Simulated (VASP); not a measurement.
# ReF4 (Pm-3m) in VASP: single point with PBE

Aim: the single point of ReF4 with PBE.

Everything below comes from runs of VASP 6.6.1. Logs are shortened: lines on timing, memory, paths and dates and some standing lists are left out, and cuts for length are marked.

### Step 1. The cell of the first run

It takes space group Pm-3m (No. 221, cubic). Conventional cell: a = 3.932 Å, b = 3.932 Å, c = 3.932 Å, α = 90.00°, β = 90.00°, γ = 90.00°. Within 2.6 Å of Re (site symmetry m-3m) lie 6 F at 1.97 Å. Within 2.6 Å of F (site symmetry 4/mmm) lie 2 Re at 1.97 Å. F (site symmetry m-3m) has 12 F at 2.78 Å and 8 Re at 3.40 Å within 3.7 Å.

The cell was built from a structure type or drawn by symmetry, and may not be a known phase.

### Step 2. Single point, PBE, collinear spin

Input file INCAR:

```
PREC = Accurate
ENCUT = 520
EDIFF = 1E-6
ISMEAR = 0
SIGMA = 0.1
LREAL = F
LASPH = T
NELM = 150
ALGO = Normal
ISIF = 2
LWAVE = F
LCHARG = T
ISPIN = 2
MAGMOM = 1.37 0 0 0 0.18
LORBIT = 11
LMAXMIX = 4
GGA = PE
LELF = T
LVHAR = T
NBANDS = 30
```

Input file KPOINTS:

```
Automatic mesh
0
Gamma
  10 10 10
```

Input file POSCAR:

```
ReF4
1.0
    3.9316911135      0.0000000000      0.0000000000
    0.0000000000      3.9316911135      0.0000000000
    0.0000000000      0.0000000000      3.9316911135
Re F
1 4
Direct
    0.0000000000      0.0000000000      0.0000000000
    0.5000000000      0.0000000000      0.0000000000
    0.0000000000      0.5000000000      0.0000000000
    0.0000000000      0.0000000000      0.5000000000
    0.5000000000      0.5000000000      0.5000000000
```

Potentials or basis: VASP PAW PBE potentials, release 64 (Re, F).

Command:

```
> cat potpaw_PBE.64/Re/POTCAR potpaw_PBE.64/F/POTCAR > POTCAR
> mpirun -np 1 vasp_std > vasp.out
```

OUTCAR:

```text
PREC = Accurate
   ENCUT = 520
   EDIFF = 1E-6
   ISMEAR = 0
   LREAL = F
   LASPH = T
   NELM = 150
   ISIF = 2
   ISPIN = 2
   LORBIT = 11
   GGA = PE

 ion  position               nearest neighbor table
   1  0.000  0.000  0.000-   2 1.97   3 1.97   4 1.97   4 1.97   3 1.97   2 1.97
   2  0.500  0.000  0.000-   1 1.97   1 1.97
   3  0.000  0.500  0.000-   1 1.97   1 1.97
   4  0.000  0.000  0.500-   1 1.97   1 1.97
   5  0.500  0.500  0.500-

  LATTYP: Found a simple cubic cell.
 ALAT       =     3.9316911135

  Lattice vectors:

 A1 = (   3.9316911135,   0.0000000000,   0.0000000000)
 A2 = (   0.0000000000,   3.9316911135,   0.0000000000)
 A3 = (   0.0000000000,   0.0000000000,   3.9316911135)

Analysis of symmetry for initial positions (statically):
=====================================================================
 Subroutine PRICEL returns:
 Original cell was already a primitive cell.

 Routine SETGRP: Setting up the symmetry group for a
 simple cubic supercell.

 Subroutine GETGRP returns: Found 48 space group operations
 (whereof 48 operations were pure point group operations)
 out of a pool of 48 trial point group operations.

The static configuration has the point symmetry O_h .

Analysis of symmetry for dynamics (positions and initial velocities):
=====================================================================
 Subroutine PRICEL returns:
 Original cell was already a primitive cell.

 Routine SETGRP: Setting up the symmetry group for a
 simple cubic supercell.

 Subroutine GETGRP returns: Found 48 space group operations
 (whereof 48 operations were pure point group operations)
 out of a pool of 48 trial point group operations.

The dynamic configuration has the point symmetry O_h .

Analysis of structural, dynamic, and magnetic symmetry:
=====================================================================
 Subroutine PRICEL returns:
 Original cell was already a primitive cell.

 Routine SETGRP: Setting up the symmetry group for a
 simple cubic supercell.

 Subroutine GETGRP returns: Found 48 space group operations
 (whereof 48 operations were pure point group operations)
 out of a pool of 48 trial point group operations.

The overall configuration has the point symmetry O_h .

 Subroutine INISYM returns: Found 48 space group operations
 (whereof 48 operations are pure point group operations),
 and found     1 'primitive' translations

----------------------------------------------------------------------------------------

                                     Primitive cell

  volume of cell :      60.7768

  direct lattice vectors                    reciprocal lattice vectors
     3.931691113  0.000000000  0.000000000     0.254343480  0.000000000  0.000000000
     0.000000000  3.931691113  0.000000000     0.000000000  0.254343480  0.000000000
     0.000000000  0.000000000  3.931691113     0.000000000  0.000000000  0.254343480

  length of vectors
     3.931691113  3.931691113  3.931691113     0.254343480  0.254343480  0.254343480

  position of ions in fractional coordinates (direct lattice)
     0.000000000  0.000000000  0.000000000
     0.500000000  0.000000000  0.000000000
     0.000000000  0.500000000  0.000000000
     0.000000000  0.000000000  0.500000000
     0.500000000  0.500000000  0.500000000

  ion indices of the primitive-cell ions
   primitive index   ion index
                 1           1
                 2           2
                 3           3
                 4           4
                 5           5

----------------------------------------------------------------------------------------

 KPOINTS: Automatic mesh

Automatic generation of k-mesh.
 Grid dimensions read from file:
 generate k-points for:   10   10   10

 Generating k-lattice:

  Cartesian coordinates                     Fractional coordinates (reciprocal lattice)
     0.025434348  0.000000000  0.000000000     0.100000000  0.000000000  0.000000000
     0.000000000  0.025434348  0.000000000     0.000000000  0.100000000  0.000000000
     0.000000000  0.000000000  0.025434348     0.000000000  0.000000000  0.100000000

  Length of vectors
     0.025434348  0.025434348  0.025434348

  Shift w.r.t. Gamma in fractional coordinates (k-lattice)
     0.000000000  0.000000000  0.000000000

 Subroutine IBZKPT returns following result:
 ===========================================

 Found     56 irreducible k-points:

 Following reciprocal coordinates:
            Coordinates               Weight
  0.000000  0.000000  0.000000      1.000000
  0.100000  0.000000  0.000000      6.000000
  0.200000  0.000000  0.000000      6.000000
  0.300000  0.000000  0.000000      6.000000
  0.400000  0.000000  0.000000      6.000000
  0.500000  0.000000  0.000000      3.000000
[... 16 lines left out ...]
  0.200000  0.100000  0.100000     24.000000
  0.300000  0.100000  0.100000     24.000000
 [... further k-points ...]
   k-points           NKPTS =     56   k-points in BZ     NKDIM =     56   number of bands    NBANDS=     30
   number of dos      NEDOS =    301   number of ions     NIONS =      5
   total plane-waves  NPLWV =  27000
   dimension x,y,z NGX =    30 NGY =   30 NGZ =   30
   dimension x,y,z NGXF=    60 NGYF=   60 NGZF=   60
   ions per type =               1   4
   NGX,Y,Z   is equivalent  to a cutoff of  12.69, 12.69, 12.69 a.u.
   NGXF,Y,Z  is equivalent  to a cutoff of  25.37, 25.37, 25.37 a.u.
 SYSTEM =  unknown system
   PREC   = accura    normal or accurate (medium, high low for compatibility)
   ISTART =      0    job   : 0-new  1-cont  2-samecut
   ICHARG =      2    charge: 1-file 2-atom 10-const
   ISPIN  =      2    spin polarized calculation?
   LNONCOLLINEAR =      F non collinear calculations
   LSORBIT =      F    spin-orbit coupling
   LASPH  =      T    aspherical Exc in radial PAW
   ENCUT  =  520.0 eV  38.22 Ry    6.18 a.u.   7.31  7.31  7.31*2*pi/ulx,y,z
   NELM   =    150;   NELMIN=  2; NELMDL= -5     # of ELM steps
   EDIFF  = 0.1E-05   stopping-criterion for ELM
   LREAL  =      F    real-space projection
   EDIFFG = 0.1E-04   stopping-criterion for IOM
   NSW    =      0    number of steps for IOM
   IBRION =     -1    ionic relax: 0-MD 1-quasi-New 2-CG
   NFREE  =      0    steps in history (QN), initial steepest desc. (CG)
   ISIF   =      2    stress and relaxation
   ISYM   =      2    0-nonsym 1-usesym 2-fastsym
   POTIM  = 0.5000    time-step for ionic-motion
   TEBEG  =    0.0;   TEEND  =   0.0 temperature during run
   PSTRESS=    0.0 pullay stress
   NELECT =      35.0000    total number of electrons
   NUPDOWN=      -1.0000    fix difference up-down
   EMIN   =  10.00;   EMAX   =-10.00  energy-range for DOS
   EFERMI =   0.00;   METHOD = LEGACY
   ISMEAR =     0;   SIGMA  =   0.10  broadening in eV -4-tet -1-fermi 0-gaus
   EFERMI_NEDOS =   21; number of points for ismear=-14 and -15
   IALGO  =     38    algorithm
   IMIX   =      4    mixing-type and parameters
     AMIX     =   0.40;   BMIX     =  1.00
     AMIX_MAG =   1.60;   BMIX_MAG =  1.00
  volume/ion in A,a.u.               =      12.16        82.03
  Fermi-wavevector in a.u.,A,eV,Ry     =   1.362024  2.573852 25.240299  1.855110
  Thomas-Fermi vector in A             =   2.488550
   LORBIT       =     11    0 simple, 1 ext, 2 COOP (PROOUT), +10 PAW based schemes
   GGA     = PE    functional components
   LHFCALC =     F    Hartree Fock is set to
   AEXX    =    0.0000 exact exchange contribution
   IVDW    =     0    specifies the selected vdW correction
   LEPSILON=     F    determine dielectric tensor
   LRPA    =     F    only Hartree local field effects (RPA)
 spin polarized calculation
 Gauss-broadening in eV      SIGMA  =   0.10
  energy-cutoff  :      520.00
  volume of cell :       60.78
 maximum number of plane-waves:      1657
 NGX is ok and might be reduce to    30
   NGX = 15   NGY = 15   NGZ = 15

 number of electron      34.9999966 magnetization       1.9039420

 Free energy of the ion-electron system (eV)
  ---------------------------------------------------
  ext. energy  EPLUGINS =         0.00000000
  ---------------------------------------------------
  free energy    TOTEN  =       -26.06840056 eV

  energy without entropy =      -26.05009172  energy(sigma->0) =      -26.05924614

 E-fermi :   1.3556     XC(G=0): -10.2524

 val. band max:        1.3276443645   @ k =   0.2000   0.0000   0.0000
 cond. band min:       1.3625418708   @ k =   0.4000   0.3000   0.3000
 fundamental gap:      0.0348975062
 Fermi energy:         1.3556166258

 spin component 1

 k-point     1 :       0.0000    0.0000    0.0000
  band No.  band energies     occupation
      1     -24.4478      1.00000
      2     -24.0456      1.00000
      3     -24.0455      1.00000
      4     -17.5478      1.00000
      5      -6.2308      1.00000
      6      -6.2308      1.00000
[... 757 lines left out ...]
     28      18.1885      0.00000
     29      18.9031      0.00000

 [... further k-points ...]

 spin component 2

 k-point     1 :       0.0000    0.0000    0.0000
  band No.  band energies     occupation
      1     -24.2972      1.00000
      2     -23.8970      1.00000
      3     -23.8970      1.00000
      4     -17.3395      1.00000
      5      -6.1506      1.00000
      6      -6.1506      1.00000
[... 757 lines left out ...]
     28      18.5367      0.00000
     29      19.1788      0.00000

 [... further k-points ...]

 [bands above 29 left out]

------------------------ aborting loop because EDIFF is reached ----------------------------------------

  FORCE on cell =-STRESS in cart. coord.  units (eV):
  Direction    XX          YY          ZZ          XY          YZ          ZX
  --------------------------------------------------------------------------------------
  -------------------------------------------------------------------------------------
  Total        0.6510909      0.6510909      0.6510909     -0.0000000      0.0000000     -0.0000000
  in kB       17.1638225     17.1638225     17.1638225     -0.0000000      0.0000000     -0.0000000
  external PRESSURE =      17.1638225 kB  Pullay stress =       0.0000000 kB

 VOLUME and BASIS-vectors are now :
 -----------------------------------------------------------------------------
  energy-cutoff  :      520.00
  volume of cell :       60.78
      direct lattice vectors                 reciprocal lattice vectors
     3.931691113  0.000000000  0.000000000     0.254343480  0.000000000  0.000000000
     0.000000000  3.931691113  0.000000000     0.000000000  0.254343480  0.000000000
     0.000000000  0.000000000  3.931691113     0.000000000  0.000000000  0.254343480

 POSITION                                       TOTAL-FORCE (eV/Angst)
 -----------------------------------------------------------------------------------
      0.00000      0.00000      0.00000         0.000000      0.000000      0.000000
      1.96585      0.00000      0.00000         0.000000      0.000000      0.000000
      0.00000      1.96585      0.00000         0.000000      0.000000      0.000000
      0.00000      0.00000      1.96585         0.000000      0.000000      0.000000
      1.96585      1.96585      1.96585         0.000000      0.000000      0.000000
 -----------------------------------------------------------------------------------
    total drift:                                0.000000     -0.000000      0.000000

  FREE ENERGIE OF THE ION-ELECTRON SYSTEM (eV)
  ---------------------------------------------------
  free  energy   TOTEN  =       -26.0684005550 eV

  energy  without entropy=      -26.0500917178  energy(sigma->0) =      -26.05924614

 total charge

# of ion       s       p       d       tot
------------------------------------------
    1        0.406   0.572   4.488   5.466
    2        1.734   4.362   0.000   6.097
    3        1.734   4.362   0.000   6.097
    4        1.734   4.362   0.000   6.097
    5        1.737   4.284   0.000   6.020
--------------------------------------------------
tot          7.346  17.943   4.488  29.777

 magnetization (x)

# of ion       s       p       d       tot
------------------------------------------
    1        0.009   0.007   1.477   1.494
    2       -0.000   0.072   0.000   0.072
    3       -0.000   0.072   0.000   0.072
    4       -0.000   0.072   0.000   0.072
    5        0.001   0.111   0.000   0.111
--------------------------------------------------
tot          0.010   0.334   1.477   1.821
```

Wall time 3.6 min (1 thread of Intel Xeon Platinum 8488C (Sapphire Rapids), shared host); peak memory 0.28 GiB.

What came out:

* Free energy: -26.0684 eV
* Pressure: 1.7 GPa
* Net moment: 1.90 μB per cell
* Site moments: Re +1.49; F +0.07, +0.11 (each value once) μB
* Valence electrons inside the program's atomic spheres: Re 5.47; F 6.10, 6.02 (each value once)

Levels at points of the mesh, in eV from the Fermi level:
Spin up:
| k point | band 15 | band 16 | band 17 | band 18 | band 19 | band 20 | band 21 | band 22 | band 23 | band 24 |
| --- | --- | --- | --- | --- | --- | --- | --- | --- | --- | --- |
| (0.00, 0.00, 0.00) | -2.31 | -2.31 | -0.23 | -0.23 | -0.23 | 0.50 | 0.50 | 4.01 | 12.10 | 12.76 |
| (0.50, 0.00, 0.00) | -0.77 | -0.63 | -0.63 | -0.23 | -0.23 | 0.52 | 2.70 | 7.79 | 8.86 | 13.61 |
| (0.50, 0.50, 0.00) | -0.55 | -0.45 | -0.45 | -0.44 | 0.48 | 1.47 | 5.49 | 9.13 | 10.58 | 10.58 |
| (0.50, 0.50, 0.50) | -0.31 | -0.31 | 0.51 | 0.51 | 0.51 | 5.50 | 5.50 | 10.38 | 10.38 | 10.38 |
Spin down:
```
           k point  band 12  band 13  band 14  band 15  band 16  band 17  band 18  band 19  band 20  band 21
(0.00, 0.00, 0.00)    -5.45    -5.45    -0.96    -0.96    -0.96    -0.03    -0.03    -0.03     1.21     1.21
(0.50, 0.00, 0.00)    -5.53    -5.53    -0.92    -0.57    -0.16    -0.16     0.69     0.70     1.23     3.38
(0.50, 0.50, 0.00)    -5.89    -4.84    -0.26    -0.26    -0.24     0.65     0.65     1.69     2.18     6.04
(0.50, 0.50, 0.50)    -4.84    -4.84    -0.09    -0.09    -0.09     1.71     1.71     1.71     6.05     6.05
```

Caveat: spin-orbit coupling is left out, which moves the levels of the heavy elements.
